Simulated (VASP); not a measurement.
A run of VASP 6.6.1 is set up as follows.

INCAR

```
PREC = Accurate
ENCUT = 520
EDIFF = 1E-6
ISMEAR = -1
SIGMA = 0.05
LREAL = False
LASPH = True
NELM = 150
ALGO = Normal
ISIF = 2
LWAVE = False
LCHARG = False
ISPIN = 2
MAGMOM = 1 1 1 1 1
LORBIT = 11
LMAXMIX = 4
LDIPOL = True
IDIPOL = 3
DIPOL = 0.5 0.5 0.500
GGA = PE
NBANDS = 37
```

The input KPOINTS:

```
Automatic mesh
0
Gamma
  15 10 1
```

POSCAR

```
Ni
1.0
    2.4880369585      0.0000000000      0.0000000000
    0.0000000000      3.5186156104      0.0000000000
    0.0000000000      0.0000000000     20.9761000000
Ni
5
Direct
    0.0000000000      0.0000000000      0.3860411596
    0.5000000000      0.5000000000      0.4386670484
    0.0000000000      0.0000000000      0.5000002611
    0.5000000000      0.5000000000      0.5613327404
    0.0000000000      0.0000000000      0.6139587904
```

Potentials or basis: VASP PAW PBE potentials, release 64 (Ni).

The run is started by

```bash
$ cat potpaw_PBE.64/Ni/POTCAR > POTCAR
$ mpirun -np 1 vasp_std > vasp.out
```

Question: Estimate the largest force.

Answer: 0.011 eV/Å.

Question: What does it give for the net moment?

Answer: 3.50 μB per cell.

Question: Predict the site moments.

Answer: Ni +0.77, +0.66, +0.68 (each value once) μB.

Forces in eV/Å, atoms in the order of the input:
```
Ni   0.000  0.000  0.008
Ni   0.000  0.000  0.011
Ni   0.000  0.000  0.000
Ni   0.000  0.000 -0.011
Ni   0.000  0.000 -0.008
```
